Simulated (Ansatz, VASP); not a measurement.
# Ti2BN3: VASP beside Ansatz

```
Ti B N
1.0
     5.27225    0.00000    0.00000
    -2.63613    4.56590    0.00000
     0.00000    0.00000    2.71918
Ti B N
2 1 3
Cartesian
  0.0000 3.0439 0.0000
  2.6361 1.5220 0.0000
  0.0000 0.0000 0.0000
  2.6361 0.0000 1.3596
  1.3181 2.2830 1.3596
  -1.3181 2.2830 1.3596
```

Change from the starting cell: species swapped into the ErCo3B2 type (P6/mmm, No. 191).

Alike in both runs: functional PBE; k mesh 12 × 12 × 14; occupations gaussian, width 0.1 eV; no spin polarisation.

Ansatz relaxed the structure, and its values are those at the end. VASP's run is a single point on that final structure, the one shown.

|  | VASP | Ansatz |
| --- | --- | --- |
| version | VASP 6.6.1 | Ansatz 0.2.0 |
| potentials or method | VASP PAW PBE potentials, release 64 (Ti_sv, B, N), cutoff 520 eV | scalar-relativistic, plane waves, PAW |
| valence electrons in the cell | 42 | 42 |

Ansatz gave:

```
gap on the k mesh at the Fermi level (eV) : none
pressure (GPa)                            : 0.0
```

**Question.** Estimate VASP's values.

**Answer.** gap on the k mesh at the Fermi level (eV): none; pressure (GPa): 0.3.

A gap of «none» marks a metal or a gap that the smearing closes.
